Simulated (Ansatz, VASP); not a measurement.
## One calculation of InSe, two programs

Contents of INCAR:

```
SYSTEM = InSe
PREC = Accurate ; ENCUT = 520
EDIFF = 1E-6 ; ISMEAR = -1
SIGMA = 0.01 ; LREAL = .False.
LASPH = .True. ; NELM = 80
ALGO = Normal ; ISIF = 2
LWAVE = .False. ; LCHARG = .False.
GGA = PS ; NBANDS = 27
```

Contents of KPOINTS:

```
Automatic mesh
0
Gamma
  7 7 7
  0 0 0
```

File POSCAR:

```
InSe
1.0
    1.9999996503      1.1547003365      8.1503366000
   -1.9999996503      1.1547003365      8.1503366000
    0.0000000000     -2.3094006730      8.1503366000
In Se
2 2
Direct
    0.0000000000      0.0000000000      0.0000000000
    0.1122000000      0.1122000000      0.1122000000
    0.6155000000      0.6155000000      0.6155000000
    0.8300000000      0.8300000000      0.8300000000
```

Input for Ansatz:

```yaml
crystal:
  lattice:
    - [1.9999996503, 1.1547003365, 8.1503366]
    - [-1.9999996503, 1.1547003365, 8.1503366]
    - [0.0, -2.309400673, 8.1503366]
  atoms:
    - { symbol: In, position: [0.0, 0.0, 0.0] }
    - { symbol: In, position: [0.1122, 0.1122, 0.1122] }
    - { symbol: Se, position: [0.6155, 0.6155, 0.6155] }
    - { symbol: Se, position: [0.83, 0.83, 0.83] }
kpoints:
  mp_grid: { grid: [7, 7, 7] }
  band_path:
    path:
      - [0.0, 0.0, 0.0]
      - [-0.5, -0.5, -0.5]
      - [-0.5, -0.1800479028, -0.8199520972]
      - [-0.1800479028, 0.1800479028, -0.5]
      - [0.0, 0.0, -0.5]
      - [0.0, 0.0, 0.0]
      - [0.0, 0.3400239514, -0.3400239514]
      - [-0.3400239514, 0.0, -0.6599760486]
      - [-0.5, 0.0, -0.5]
    npoints: 5
scf:
  occupations: { method: fermi_dirac, width: 0.01 }
hamiltonian:
  xc: pbesol
  pseudopotentials: { kind: all_electron, lapw: { basis_error: 0.001 } }
output:
  forces: true
  stress: true
  eigenvalues: true
```

Change from the starting cell: zz strain of -2 %.

Alike in both runs: task single point; functional PBEsol; k mesh 7 × 7 × 7; occupations fermi-dirac, width 0.01 eV; no spin polarisation.

```csv
,VASP,Ansatz
version,VASP 6.6.1,Ansatz 0.2.0
potentials or method,"VASP PAW PBE potentials, release 64 (In_d, Se), cutoff 520 eV","all-electron LAPW, scalar-relativistic"
```

```tsv
	VASP	Ansatz	Ansatz less VASP
gap on the k mesh at the Fermi level (eV)	0.64	0.65	+0.011
pressure (GPa)	1.4	1.3	-0.05
traceless stress, the component that is largest in VASP (GPa)	0.47	0.48	+0.013
rms of the force components (eV/Å)	0.079	0.069	-0.0098
```

VASP's potentials were made for PBE, not for PBEsol. Atom by atom the forces differ by 0.011 eV/Å (rms over components). Ansatz ran all-electron here, and VASP with PAW potentials.
